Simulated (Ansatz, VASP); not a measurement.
# One calculation of AlN, two programs

Contents of POSCAR:

```
AlN
1.0
    0.0000000000      2.1839935596      2.1839935596
    2.1839935596      0.0000000000      2.1839935596
    2.1839935596      2.1839935596      0.0000000000
Al N
1 1
Direct
    0.0000000000      0.0000000000      0.0000000000
    0.2500000000      0.2500000000      0.2500000000
```

INCAR.step1

```
SYSTEM = AlN
PREC = Accurate
ENCUT = 600
ISMEAR = -1
SIGMA = 0.05
LREAL = .FALSE.
LASPH = .TRUE.
NELM = 60
GGA = PE
ALGO = Normal
EDIFF = 1E-4
LWAVE = .TRUE.
LCHARG = .FALSE.
```

The input INCAR.step2:

```
SYSTEM = AlN
PREC = Accurate
ENCUT = 600
EDIFF = 1E-6
ISMEAR = -1
SIGMA = 0.05
LREAL = .FALSE.
LASPH = .TRUE.
NELM = 60
ALGO = Normal
ISIF = 3
LWAVE = .FALSE.
LCHARG = .FALSE.
METAGGA = R2SCAN
LMIXTAU = .TRUE.
LUSE_VDW = .TRUE.
IVDW_NL = 2
BPARAM = 11.95
CPARAM = 0.0093
IBRION = 2
NSW = 60
EDIFFG = -0.01
ISTART = 1
```

KPOINTS

```
regular mesh
0
G
  10 10 10
  0 0 0
```

File input.yaml:

```yaml
crystal:
  lattice:
    - [0.0, 2.1839935596, 2.1839935596]
    - [2.1839935596, 0.0, 2.1839935596]
    - [2.1839935596, 2.1839935596, 0.0]
  atoms:
    - { symbol: Al, position: [0.0, 0.0, 0.0] }
    - { symbol: "N", position: [0.25, 0.25, 0.25] }
hamiltonian:
  xc: r2scan
  pseudopotentials: { kind: paw }
  dispersion: rvv10
kpoints:
  mp_grid: { grid: [10, 10, 10] }
scf:
  occupations: { method: fermi_dirac, width: 0.05 }
output:
  forces: true
  stress: true
relax:
  f_tol: 0.01
  max_steps: 40
  cell: { stress_tol: 0.05 }
```

Alike in both runs: task relaxation of cell and atoms; functional r2SCAN; dispersion rVV10; k mesh 10 × 10 × 10; occupations fermi-dirac, width 0.05 eV; no spin polarisation.

```csv
,VASP,Ansatz
version,VASP 6.6.1,Ansatz 0.2.0
potentials or method,"VASP PAW PBE potentials, release 64 (Al, N)",Ansatz PAW
plane-wave cutoff (eV),600,500
valence electrons in the cell,8,8
```

VASP gave:

```
relaxed volume (Å³/atom)                                     : 10.38
relaxed cell length with the largest relative difference (Å) : 3.085
```

Which values does Ansatz return?

Relaxed volume (Å³/atom): 10.39; relaxed cell length with the largest relative difference (Å): 3.086.

VASP's potentials were made for PBE, not for r2SCAN.

Noted on Ansatz's run: the plane-wave basis is chosen anew once the cell has moved, so the energies of steps on either side of that aren't comparable.
